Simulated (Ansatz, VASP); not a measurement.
**Ga3P2N: VASP beside Ansatz**

```
CELL_PARAMETERS angstrom
6.17394 0.00000 0.00000
-3.08697 5.34678 0.00000
0.00000 0.00000 3.52532
ATOMIC_POSITIONS crystal
Ga 0.50000 0.50000 0.50000
Ga 0.50000 0.00000 0.50000
Ga 0.00000 0.50000 0.50000
P 0.66667 0.33333 0.00000
P 0.33333 0.66667 0.00000
N 0.00000 0.00000 0.50000
```

Change from the starting cell: species swapped into the ErCo3Ge2 type (P6mm, No. 183).

Alike in both runs: functional PBE; k mesh 3 × 3 × 6; occupations gaussian, width 0.1 eV; collinear spin.

Ansatz relaxed the structure, and its values are those at the end. VASP's run is a single point on that final structure, the one shown.

|  | VASP | Ansatz |
| --- | --- | --- |
| version | VASP 6.6.1 | Ansatz 0.2.0 |
| potentials or method | VASP PAW PBE potentials, release 64 (Ga_d, P, N), cutoff 520 eV | scalar-relativistic, plane waves, PAW |
| valence electrons in the cell | 54 | 54 |

Ansatz gave:

* gap on the k mesh at the Fermi level (eV): none
* pressure (GPa): 0.0
* net moment per atom (μB): 0.32
* size of the moment on the site where the two differ most (μB): 1.83

Task: Which values does VASP return?

Result: gap on the k mesh at the Fermi level (eV): none; pressure (GPa): 0.1; net moment per atom (μB): 0.32; size of the moment on the site where the two differ most (μB): 1.28.

Site moments also hang on the region over which each program counts them. A gap of «none» marks a metal or a gap that the smearing closes.

The k mesh is coarse, so the values compare programs but aren't converged.
